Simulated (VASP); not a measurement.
A run of VASP 6.6.1 is set up as follows.

File INCAR:

```
PREC = Accurate
ENCUT = 520
EDIFF = 1E-7
ISMEAR = 0
SIGMA = 0.02
LREAL = F
LASPH = T
NELM = 100
ALGO = Normal
ISIF = 2
LWAVE = F
LCHARG = T
GGA = CA
LELF = T
LVHAR = T
NBANDS = 59
```

KPOINTS

```
regular mesh
0
Gamma
  5 5 2
```

The input POSCAR:

```
Bi2S2O
1.0
    3.9050056117      0.0000000000      0.0000000000
    0.0000000000      3.9050056117      0.0000000000
    0.0000000000      0.0000000000     13.7052480740
Bi S O
4 4 2
Direct
    0.0000000000      0.5000000000      0.8685137578
    0.5000000000      0.0000000000      0.1314862422
    0.5000000000      0.0000000000      0.5912699483
    0.0000000000      0.5000000000      0.4087300517
    0.5000000000      0.0000000000      0.8946219506
    0.0000000000      0.5000000000      0.1053780494
    0.0000000000      0.5000000000      0.6862025004
    0.5000000000      0.0000000000      0.3137974996
    0.0000000000      0.0000000000      0.5000000000
    0.5000000000      0.5000000000      0.5000000000
```

Potentials or basis: VASP PAW LDA potentials, release 64 (Bi_d, S, O).

Launch:

```console
$ cat potpaw_LDA.64/Bi_d/POTCAR potpaw_LDA.64/S/POTCAR potpaw_LDA.64/O/POTCAR > POTCAR
$ mpirun -np 1 vasp_std > vasp.out
```

Problem. What does it give for the largest force?

Solution. 0.076 eV/Å.

Problem. Estimate the pressure.

Solution. 0.2 GPa.

Problem. Predict the band gap on the k mesh.

Solution. 1.25 eV, indirect (least direct gap 1.26 eV).

Forces in eV/Å, atoms in the order of the input:
```
Bi   0.000  0.000  0.006
Bi   0.000  0.000 -0.006
Bi   0.000  0.000  0.076
Bi   0.000  0.000 -0.076
S    0.000  0.000 -0.006
S    0.000  0.000  0.006
S    0.000  0.000 -0.002
S    0.000  0.000  0.002
O    0.000  0.000  0.000
O    0.000  0.000  0.000
```

Caveat: spin-orbit coupling is left out, which moves the levels of the heavy elements. Expect the measured gap to be larger: semilocal functionals such as LDA lack the derivative discontinuity.
